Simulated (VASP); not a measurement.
# HOs (Fm-3m) in VASP: relaxation of cell and atoms with PBE

Aim: the relaxation of cell and atoms of HOs with PBE.

Everything below comes from runs of VASP 6.6.1. Logs are shortened: lines on timing, memory, paths and dates and some standing lists are left out, and cuts for length are marked.

### 1 The cell of the first run

It takes space group Fm-3m (No. 225, cubic). The conventional cell has a = 4.044 Å, b = 4.044 Å, c = 4.044 Å, α = 90.00°, β = 90.00°, γ = 90.00°. H (site symmetry m-3m) has 6 Os at 2.02 Å within 2.7 Å. Within 2.7 Å of Os (site symmetry m-3m) lie 6 H at 2.02 Å.

### 2 Relaxation of cell and atoms, PBE

INCAR

```
PREC = Accurate
ENCUT = 600
EDIFF = 1E-7
ISMEAR = 0
SIGMA = 0.1
LREAL = F
LASPH = T
NELM = 60
ALGO = Normal
ISIF = 3
LWAVE = F
LCHARG = F
GGA = PE
IBRION = 2
NSW = 100
EDIFFG = -0.01
```

KPOINTS

```
Automatic mesh
0
Gamma
  24 24 24
```

POSCAR

```
HOs
1.0
    0.0000000000      2.0218347884      2.0218347884
    2.0218347884      0.0000000000      2.0218347884
    2.0218347884      2.0218347884      0.0000000000
H Os
1 1
Direct
    0.0000000000      0.0000000000      0.0000000000
    0.5000000000      0.5000000000      0.5000000000
```

Potentials or basis: VASP PAW PBE potentials, release 64 (H, Os).

Run with:

```console
$ cat potpaw_PBE.64/H/POTCAR potpaw_PBE.64/Os/POTCAR > POTCAR
$ mpirun -np 1 vasp_std > vasp.out
```

OUTCAR:

```text
PREC = Accurate
   ENCUT = 600
   EDIFF = 1E-7
   ISMEAR = 0
   LREAL = F
   LASPH = T
   NELM = 60
   ISIF = 3
   GGA = PE
   IBRION = 2
   NSW = 100
   EDIFFG = -0.01

 ion  position               nearest neighbor table
   1  0.000  0.000  0.000-   2 2.02   2 2.02   2 2.02   2 2.02   2 2.02   2 2.02
   2  0.500  0.500  0.500-   1 2.02   1 2.02   1 2.02   1 2.02   1 2.02   1 2.02

  LATTYP: Found a face centered cubic cell.
 ALAT       =     4.0436695768

  Lattice vectors:

 A1 = (   0.0000000000,   2.0218347884,   2.0218347884)
 A2 = (   2.0218347884,   0.0000000000,   2.0218347884)
 A3 = (   2.0218347884,   2.0218347884,   0.0000000000)

Analysis of symmetry for initial positions (statically):
=====================================================================
 Subroutine PRICEL returns:
 Original cell was already a primitive cell.

 Routine SETGRP: Setting up the symmetry group for a
 face centered cubic supercell.

 Subroutine GETGRP returns: Found 48 space group operations
 (whereof 48 operations were pure point group operations)
 out of a pool of 48 trial point group operations.

The static configuration has the point symmetry O_h .

Analysis of symmetry for dynamics (positions and initial velocities):
=====================================================================
 Subroutine PRICEL returns:
 Original cell was already a primitive cell.

 Routine SETGRP: Setting up the symmetry group for a
 face centered cubic supercell.

 Subroutine GETGRP returns: Found 48 space group operations
 (whereof 48 operations were pure point group operations)
 out of a pool of 48 trial point group operations.

The dynamic configuration has the point symmetry O_h .

 Subroutine INISYM returns: Found 48 space group operations
 (whereof 48 operations are pure point group operations),
 and found     1 'primitive' translations

----------------------------------------------------------------------------------------

                                     Primitive cell

  volume of cell :      16.5298

  direct lattice vectors                    reciprocal lattice vectors
     0.000000000  2.021834788  2.021834788    -0.247300127  0.247300127  0.247300127
     2.021834788  0.000000000  2.021834788     0.247300127 -0.247300127  0.247300127
     2.021834788  2.021834788  0.000000000     0.247300127  0.247300127 -0.247300127

  length of vectors
     2.859306179  2.859306179  2.859306179     0.428336385  0.428336385  0.428336385

  position of ions in fractional coordinates (direct lattice)
     0.000000000  0.000000000  0.000000000
     0.500000000  0.500000000  0.500000000

  ion indices of the primitive-cell ions
   primitive index   ion index
                 1           1
                 2           2

----------------------------------------------------------------------------------------

 KPOINTS: Automatic mesh

Automatic generation of k-mesh.
 Grid dimensions read from file:
 generate k-points for:   24   24   24

 Generating k-lattice:

  Cartesian coordinates                     Fractional coordinates (reciprocal lattice)
    -0.010304172  0.010304172  0.010304172     0.041666667  0.000000000  0.000000000
     0.010304172 -0.010304172  0.010304172     0.000000000  0.041666667  0.000000000
     0.010304172  0.010304172 -0.010304172     0.000000000  0.000000000  0.041666667

  Length of vectors
     0.017847349  0.017847349  0.017847349

  Shift w.r.t. Gamma in fractional coordinates (k-lattice)
     0.000000000  0.000000000  0.000000000

 Subroutine IBZKPT returns following result:
 ===========================================

 Found    413 irreducible k-points:

 Following reciprocal coordinates:
            Coordinates               Weight
  0.000000  0.000000  0.000000      1.000000
  0.041667  0.000000  0.000000      8.000000
  0.083333  0.000000  0.000000      8.000000
  0.125000  0.000000  0.000000      8.000000
  0.166667  0.000000  0.000000      8.000000
  0.208333  0.000000  0.000000      8.000000
[... 16 lines left out ...]
  0.416667  0.041667  0.000000     24.000000
  0.458333  0.041667  0.000000     24.000000
 [... further k-points ...]
   k-points           NKPTS =    413   k-points in BZ     NKDIM =    413   number of bands    NBANDS=      8
   number of dos      NEDOS =    301   number of ions     NIONS =      2
   total plane-waves  NPLWV =  13824
   dimension x,y,z NGX =    24 NGY =   24 NGZ =   24
   dimension x,y,z NGXF=    48 NGYF=   48 NGZF=   48
   ions per type =               1   1
   NGX,Y,Z   is equivalent  to a cutoff of  13.95, 13.95, 13.95 a.u.
   NGXF,Y,Z  is equivalent  to a cutoff of  27.91, 27.91, 27.91 a.u.
 SYSTEM =  unknown system
   PREC   = accura    normal or accurate (medium, high low for compatibility)
   ISTART =      0    job   : 0-new  1-cont  2-samecut
   ICHARG =      2    charge: 1-file 2-atom 10-const
   ISPIN  =      1    spin polarized calculation?
   LNONCOLLINEAR =      F non collinear calculations
   LSORBIT =      F    spin-orbit coupling
   LASPH  =      T    aspherical Exc in radial PAW
   ENCUT  =  600.0 eV  44.10 Ry    6.64 a.u.   5.71  5.71  5.71*2*pi/ulx,y,z
   NELM   =     60;   NELMIN=  2; NELMDL= -5     # of ELM steps
   EDIFF  = 0.1E-06   stopping-criterion for ELM
   LREAL  =      F    real-space projection
   EDIFFG = -.1E-01   stopping-criterion for IOM
   NSW    =    100    number of steps for IOM
   IBRION =      2    ionic relax: 0-MD 1-quasi-New 2-CG
   NFREE  =      1    steps in history (QN), initial steepest desc. (CG)
   ISIF   =      3    stress and relaxation
   ISYM   =      2    0-nonsym 1-usesym 2-fastsym
   POTIM  = 0.5000    time-step for ionic-motion
   TEBEG  =    0.0;   TEEND  =   0.0 temperature during run
   PSTRESS=    0.0 pullay stress
   NELECT =       9.0000    total number of electrons
   NUPDOWN=      -1.0000    fix difference up-down
   EMIN   =  10.00;   EMAX   =-10.00  energy-range for DOS
   EFERMI =   0.00;   METHOD = LEGACY
   ISMEAR =     0;   SIGMA  =   0.10  broadening in eV -4-tet -1-fermi 0-gaus
   EFERMI_NEDOS =   21; number of points for ismear=-14 and -15
   IALGO  =     38    algorithm
   IMIX   =      4    mixing-type and parameters
     AMIX     =   0.40;   BMIX     =  1.00
     AMIX_MAG =   1.60;   BMIX_MAG =  1.00
  volume/ion in A,a.u.               =       8.26        55.77
  Fermi-wavevector in a.u.,A,eV,Ry     =   1.336801  2.526187 24.314103  1.787036
  Thomas-Fermi vector in A             =   2.465399
   LORBIT       =      0    0 simple, 1 ext, 2 COOP (PROOUT), +10 PAW based schemes
   GGA     = PE    functional components
   LHFCALC =     F    Hartree Fock is set to
   AEXX    =    0.0000 exact exchange contribution
   IVDW    =     0    specifies the selected vdW correction
   LEPSILON=     F    determine dielectric tensor
   LRPA    =     F    only Hartree local field effects (RPA)
 conjugate gradient relaxation of ions
 non-spin polarized calculation
 Gauss-broadening in eV      SIGMA  =   0.10
  energy-cutoff  :      600.00
  volume of cell :       16.53
 maximum number of plane-waves:       568
   NGX = 11   NGY = 11   NGZ = 11

--------------------------------------- Ionic step        1  -------------------------------------------

 number of electron       9.0000000 magnetization

 Free energy of the ion-electron system (eV)
  ---------------------------------------------------
  ext. energy  EPLUGINS =         0.00000000
  ---------------------------------------------------
  free energy    TOTEN  =       -13.69107417 eV

  energy without entropy =      -13.68636242  energy(sigma->0) =      -13.68871829

------------------------ aborting loop because EDIFF is reached ----------------------------------------

  FORCE on cell =-STRESS in cart. coord.  units (eV):
  Direction    XX          YY          ZZ          XY          YZ          ZX
  --------------------------------------------------------------------------------------
  -------------------------------------------------------------------------------------
  Total        0.0499514      0.0499514      0.0499514      0.0000000      0.0000000     -0.0000000
  in kB        4.8416236      4.8416236      4.8416236      0.0000000      0.0000000     -0.0000000
  external PRESSURE =       4.8416236 kB  Pullay stress =       0.0000000 kB
[... 57 lines left out ...]
  energy  without entropy=      -13.6862828360  energy(sigma->0) =      -13.68865198

--------------------------------------- Ionic step        3  -------------------------------------------

 number of electron       9.0000000 magnetization

 Free energy of the ion-electron system (eV)
  ---------------------------------------------------
  ext. energy  EPLUGINS =         0.00000000
  ---------------------------------------------------
  free energy    TOTEN  =       -13.69110734 eV

  energy without entropy =      -13.68638552  energy(sigma->0) =      -13.68874643

 E-fermi :   9.1069     XC(G=0): -13.6624

 val. band max:        9.0844141661   @ k =  -0.3333   0.2083   0.0417
 cond. band min:       9.1070420337   @ k =   0.2917   0.2083   0.0000
 fundamental gap:      0.0226278676
 Fermi energy:         9.1069115939

 k-point     1 :       0.0000    0.0000    0.0000
  band No.  band energies     occupation
      1      -4.3525      2.00000
      2       5.7844      2.00000
      3       5.7844      2.00000
      4       5.7844      2.00000
      5       8.0796      2.00000
      6       8.0796      2.00000
      7      18.2278      0.00000
      8      21.9543      0.00000
[... 243 lines left out ...]
 k-point    24 :       0.4583    0.0417    0.0000
  band No.  band energies     occupation
      1       0.8513      2.00000
      2       2.5592      2.00000
      3       5.3717      2.00000
      4       5.4204      2.00000
      5       9.8711      0.00000
      6      10.0412      0.00000
      7      14.4662      0.00000
      8      17.8071      0.00000

 [... further k-points ...]

------------------------ aborting loop because EDIFF is reached ----------------------------------------

  FORCE on cell =-STRESS in cart. coord.  units (eV):
  Direction    XX          YY          ZZ          XY          YZ          ZX
  --------------------------------------------------------------------------------------
  -------------------------------------------------------------------------------------
  Total        0.0025264      0.0025264      0.0025264      0.0000000      0.0000000     -0.0000000
  in kB        0.2445413      0.2445413      0.2445413      0.0000000      0.0000000     -0.0000000
  external PRESSURE =       0.2445413 kB  Pullay stress =       0.0000000 kB
[... 17 lines left out ...]
  FREE ENERGIE OF THE ION-ELECTRON SYSTEM (eV)
  ---------------------------------------------------
  free  energy   TOTEN  =       -13.6911073449 eV

  energy  without entropy=      -13.6863855160  energy(sigma->0) =      -13.68874643

 reached required accuracy - stopping structural energy minimisation
```

Run time: 51 s. Hardware: 1 thread of Intel Xeon 6975P-C (Granite Rapids), shared host; peak memory 0.21 GiB.

Results:

| Item | Value |
| --- | --- |
| Free energy | -13.6911 eV |
| Relaxed volume | 8.28 Å³/atom |
| Relaxed cell | a = 2.861 Å, b = 2.861 Å, c = 2.861 Å, α = 60.00°, β = 60.00°, γ = 60.00° |
| Space group after relaxing (to 0.1 Å) | Fm-3m (No. 225) |
| Energy gained by relaxing | 0.0 meV/atom |
| Ionic steps | 3 |
| Pressure after relaxing | 0.0 GPa |
| Band gap on the k mesh | zero (an odd number of electrons rules out a gap without spin polarisation) |

Final structure:
```
CELL_PARAMETERS angstrom
0.00000 2.02276 2.02276
2.02276 0.00000 2.02276
2.02276 2.02276 0.00000
ATOMIC_POSITIONS crystal
H 0.00000 0.00000 0.00000
Os 0.50000 0.50000 0.50000
```

Caveat: spin-orbit coupling is left out, which moves the levels of the heavy elements; an odd number of electrons without spin polarisation forces a metal; a magnetic or distorted state may lie lower.

The gap in the log of VASP goes by the Fermi energy; the results here count the filled bands.